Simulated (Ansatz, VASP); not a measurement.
HgH3: VASP beside Ansatz

```
Hg H
1.0
     3.48427    0.00000    0.00000
     0.00000    3.48427    0.00000
     0.00000    0.00000    3.48427
Hg H
1 3
Direct
  0.00000 0.00000 0.00000
  0.00000 0.50000 0.50000
  0.50000 0.00000 0.50000
  0.50000 0.50000 0.00000
```

Alike in both runs: task single point; functional PBE; k mesh 6 × 6 × 6; occupations gaussian, width 0.1 eV; no spin polarisation.

|  | VASP | Ansatz |
| --- | --- | --- |
| version | VASP 6.6.1 | Ansatz 0.2.0 |
| potentials or method | VASP PAW PBE potentials, release 64 (Hg, H), cutoff 520 eV | scalar-relativistic, plane waves, PAW |
| valence electrons in the cell | 15 | 23 |

```tsv
	VASP	Ansatz	Ansatz less VASP
gap on the k mesh at the Fermi level (eV)	none	none	-
pressure (GPa)	-7.8	-7.9	-0.10
```

A gap of «none» marks a metal or a gap that the smearing closes. VASP's potentials hold 15 valence electrons a cell and Ansatz's 23, so a difference there can come from the potentials and not from the codes.

Neither program's run includes spin-orbit coupling.
